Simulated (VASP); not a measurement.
# BaTa3O2 (R-3m) in VASP: further runs, part 2 of 2

VASP 6.6.1. Earlier steps stand in the parts before.

### Step 4. Relaxation of cell and atoms, PBE

INCAR

```
PREC = Accurate
ENCUT = 600
EDIFF = 1E-6
ISMEAR = 0
SIGMA = 0.1
LREAL = False
LASPH = True
NELM = 60
ALGO = Normal
ISIF = 3
LWAVE = False
LCHARG = False
GGA = PE
IBRION = 2
NSW = 90
EDIFFG = -0.04
```

KPOINTS

```
Automatic mesh
0
Gamma
  6 6 6
```

POSCAR

```
BaTa3O2
1.0
    2.8098927900      1.6222923600      4.3082215600
   -2.8098927900      1.6222923600      4.3082215600
    0.0000000000     -3.2445847100      4.3082215600
Ba Ta O
1 3 2
Direct
    0.0000000000      0.0000000000      0.0000000000
    0.0000000000      0.5000000000      0.0000000000
    0.5000000000      0.0000000000      0.0000000000
    0.0000000000      0.0000000000      0.5000000000
    0.6258709400      0.6258709400      0.6258709400
    0.3741290600      0.3741290600      0.3741290600
```

Potentials or basis: VASP PAW PBE potentials, release 64 (Ba_sv, Ta_pv, O).

Started as:

```sh
cat potpaw_PBE.64/Ba_sv/POTCAR potpaw_PBE.64/Ta_pv/POTCAR potpaw_PBE.64/O/POTCAR > POTCAR
mpirun -np 1 vasp_std > vasp.out
```

OUTCAR:

```text
PREC = Accurate
   ENCUT = 600
   EDIFF = 1E-6
   ISMEAR = 0
   LREAL = False
   LASPH = True
   NELM = 60
   ISIF = 3
   GGA = PE
   IBRION = 2
   NSW = 90
   EDIFFG = -0.04

 ion  position               nearest neighbor table
   1  0.000  0.000  0.000-   4 2.70   4 2.70   2 2.70   3 2.70   2 2.70   3 2.70   5 3.29   6 3.29
                             5 3.29   6 3.29   5 3.29   6 3.29
   2  0.000  0.500  0.000-   1 2.70   1 2.70   4 2.81   4 2.81   3 2.81   3 2.81
   3  0.500  0.000  0.000-   1 2.70   1 2.70   4 2.81   4 2.81   2 2.81   2 2.81
   4  0.000  0.000  0.500-   1 2.70   1 2.70   2 2.81   3 2.81   2 2.81   3 2.81
   5  0.626  0.626  0.626-   1 3.29   1 3.29   1 3.29
   6  0.374  0.374  0.374-   1 3.29   1 3.29   1 3.29

  LATTYP: Found a trigonal (rhomboedric) cell.
 ALAT       =     5.3933387621
 COS(alpha) =     0.4571321828
[... 199 lines left out ...]
  Total       -4.5562221     -4.5562221     13.1566616      0.0000000      0.0000000      0.0000000
  in kB      -61.9508569    -61.9508567    178.8908528      0.0000000      0.0000001      0.0000000
  external PRESSURE =      18.3297131 kB  Pullay stress =       0.0000000 kB
[... 1848 lines left out ...]
     32       5.0064      0.00000
     33       5.1984      0.00000

 [... further k-points ...]

[... ionic steps 4 to 25 ...]

--------------------------------------- Ionic step       26  -------------------------------------------

 number of electron      55.0000002 magnetization

------------------------ aborting loop because EDIFF is reached ----------------------------------------
[... 75 lines left out ...]
--------------------------------------- Ionic step       28  -------------------------------------------

 number of electron      54.9999999 magnetization

 Free energy of the ion-electron system (eV)
  ---------------------------------------------------
  ext. energy  EPLUGINS =         0.00000000
  ---------------------------------------------------
  free energy    TOTEN  =       -42.69213960 eV

  energy without entropy =      -42.66890289  energy(sigma->0) =      -42.68052125

 E-fermi :   3.0146     XC(G=0):  -9.7030

 val. band max:        3.0045212693   @ k =  -0.1667   0.1667   0.1667
 cond. band min:       3.0147717595   @ k =   0.3333   0.1667   0.1667
 fundamental gap:      0.0102504902
 Fermi energy:         3.0145796992
[... 897 lines left out ...]
  FREE ENERGIE OF THE ION-ELECTRON SYSTEM (eV)
  ---------------------------------------------------
  free  energy   TOTEN  =       -42.6921396016 eV

  energy  without entropy=      -42.6689028948  energy(sigma->0) =      -42.68052125

 reached required accuracy - stopping structural energy minimisation
```

Wall time 58 min (1 thread of Intel Xeon Platinum 8488C (Sapphire Rapids), shared host); peak memory 0.54 GiB.

What came out:

* Free energy: -42.6921 eV
* Relaxed volume: 23.08 Å³/atom
* Relaxed cell: a = 6.951 Å, b = 6.951 Å, c = 6.951 Å, α = 42.44°, β = 42.44°, γ = 42.44°
* Space group after relaxing (to 0.05 Å): R-3m (No. 166)
* Energy gained by relaxing: 1028.9 meV/atom
* Ionic steps: 28
* Pressure after relaxing: -0.1 GPa
* Largest force after relaxing: 0.008 eV/Å

Forces on the atoms (eV/Å):
```
Ba   0.000  0.000  0.000
Ta   0.000  0.000  0.000
Ta   0.000  0.000  0.000
Ta   0.000  0.000  0.000
O    0.000  0.000  0.008
O    0.000  0.000 -0.008
```

Stress tensor (GPa, compression positive):
```
-0.05  0.00  0.00
 0.00 -0.05  0.00
 0.00  0.00 -0.19
```

The path:
```csv
step,energy change (eV),largest force (eV/Å),pressure (GPa),volume (Å³)
1,0.0000,0.5437,1.83,117.83
2,-1.3684,0.1509,1.10,120.93
3,-2.3500,1.0056,5.22,122.95
4,2.2646,1.7395,35.25,118.84
5,-2.4737,1.1735,7.07,123.00
6,-2.3675,1.4093,10.53,122.67
7,-2.4751,1.3056,8.77,122.88
8,-2.6887,1.1573,-4.27,151.08
9,-2.9054,1.2762,0.19,138.97
10,-3.0938,1.2767,-0.89,139.62
11,-3.2625,1.2752,-2.87,140.78
12,-3.3425,1.3010,-2.63,140.05
13,-3.5840,1.3966,-1.86,137.85
14,-4.0874,1.6013,-0.24,133.52
15,-5.0559,1.4238,3.81,125.11
16,-0.5064,7.6298,38.43,109.29
17,-5.0478,1.3271,4.80,123.58
18,-4.2162,3.6300,14.07,116.29
19,-5.0928,1.0842,5.64,122.46
20,-5.1126,0.3742,7.32,120.62
21,-5.2507,0.8675,7.59,122.04
22,-5.2508,0.9376,7.61,122.11
23,-5.6149,0.6833,5.25,126.35
24,-6.1492,0.1821,-0.99,139.31
25,-6.1519,0.1494,-1.60,140.65
26,-6.1522,0.1583,-1.43,140.28
27,-6.1720,0.0446,-0.43,138.89
28,-6.1732,0.0081,-0.10,138.45
```

Final structure:
```
Ba Ta O
1.0
     2.51585    1.45252    6.31455
    -2.51585    1.45252    6.31455
     0.00000   -2.90505    6.31455
Ba Ta O
1 3 2
Direct
  0.00000 0.00000 0.00000
  0.00000 0.50000 0.00000
  0.50000 0.00000 0.00000
  0.00000 0.00000 0.50000
  0.56454 0.56454 0.56454
  0.43546 0.43546 0.43546
```

Levels at points of the mesh, in eV from the Fermi level:
| k point | band 24 | band 25 | band 26 | band 27 | band 28 | band 29 | band 30 | band 31 |
| --- | --- | --- | --- | --- | --- | --- | --- | --- |
| (0.00, 0.00, 0.00) | -3.32 | -2.50 | -1.38 | 0.03 | 0.27 | 0.27 | 1.03 | 1.03 |
| (0.50, 0.00, 0.00) | -1.60 | -0.73 | -0.57 | -0.27 | -0.11 | 0.47 | 0.51 | 0.57 |
| (0.50, 0.50, 0.00) | -1.53 | -1.41 | -0.47 | -0.18 | 0.16 | 0.33 | 0.48 | 1.35 |
| (0.50, 0.50, 0.50) | -3.30 | -1.96 | -1.45 | 0.14 | 0.19 | 0.98 | 0.98 | 1.43 |

Caveat: the volume moved by over 15 % at a fixed basis, so the end points are rough; spin-orbit coupling is left out, which moves the levels of the heavy elements; an odd number of electrons without spin polarisation forces a metal; a magnetic or distorted state may lie lower.

### Step 5. Overview

| task | cell | cutoff (eV) | gap on the mesh (eV) | pressure (GPa) | largest force (eV/Å) |
| --- | --- | --- | --- | --- | --- |
| single point | a = 5.393 Å, angles 62.8°, 6 atoms | 520 | none | 1.9 | 0.54 |
| single point | a = 7.123 Å, angles 44.3°, 6 atoms | 520 | none | 0.4 | 0.08 |
| relaxation of cell and atoms | relaxed from a = 5.393 Å, angles 62.8°, 6 atoms | 600 | none | -0.1 | 0.01 |

Alike in all rows: level PBE; potentials or basis VASP PAW PBE potentials, release 64 (Ba_sv, Ta_pv, O); no spin polarisation; k mesh 6 × 6 × 6; smearing gaussian 0.1 eV.

Caveats: spin-orbit coupling is left out, which moves the levels of the heavy elements; an odd number of electrons without spin polarisation forces a metal; a magnetic or distorted state may lie lower; the volume moved by over 15 % at a fixed basis, so the end points are rough (some runs).

Absolute energies hang on the potentials; compare differences alone.
